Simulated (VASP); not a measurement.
Runs of VASP 6.6.1 on Co. The structure is that of space group P6_3/mmc (No. 194), or close to it. The cells are those of the table. 

```csv
task,potentials or basis,spin,cell,k mesh,cutoff (eV),smearing,gap on the mesh (eV),pressure (GPa),moment (μB)
single point,"VASP PAW PBE potentials, release 64 (Co)","collinear, ferromagnetic start","a = 2.560, b = 2.560, c = 8.292 Å, angles 90.0, 90.0, 120.0°, 4 atoms",16 × 16 × 5,520,fermi-dirac 0.05 eV,none,-13.9,(a)
single point,"VASP PAW PBE potentials, release 64 (Co)","collinear, ferromagnetic start","a = 2.495, b = 2.495, c = 8.082 Å, angles 90.0, 90.0, 120.0°, 4 atoms",19 × 19 × 5,520,fermi-dirac 0.05 eV,none,-0.7,(b)
single point,"VASP PAW PBE potentials, release 64 (Co)","collinear, ferromagnetic start","a = 2.591, b = 2.591, c = 8.393 Å, angles 90.0, 90.0, 120.0°, 4 atoms",16 × 16 × 5,520,fermi-dirac 0.05 eV,none,-18.4,6.88
relaxation of cell and atoms,"VASP PAW PBE potentials, release 64 (Co_sv)",off,"relaxed from a = 2.502, b = 2.502, c = 8.171 Å, angles 90.0, 90.0, 120.0°, 4 atoms",14 × 14 × 4,690,fermi-dirac 0.1 eV,none,0.0,-
```

Alike in all rows: level PBE.

Fill in the values left out.

(a) 6.76; (b) 6.54.

Caveats: the cell stands under tension (at least some runs); the highest band is partly filled, so the run has too few bands (at least some runs).

A gap of «none» marks levels without a gap at the run's occupations.

The runs don't all hold the same shells in valence.
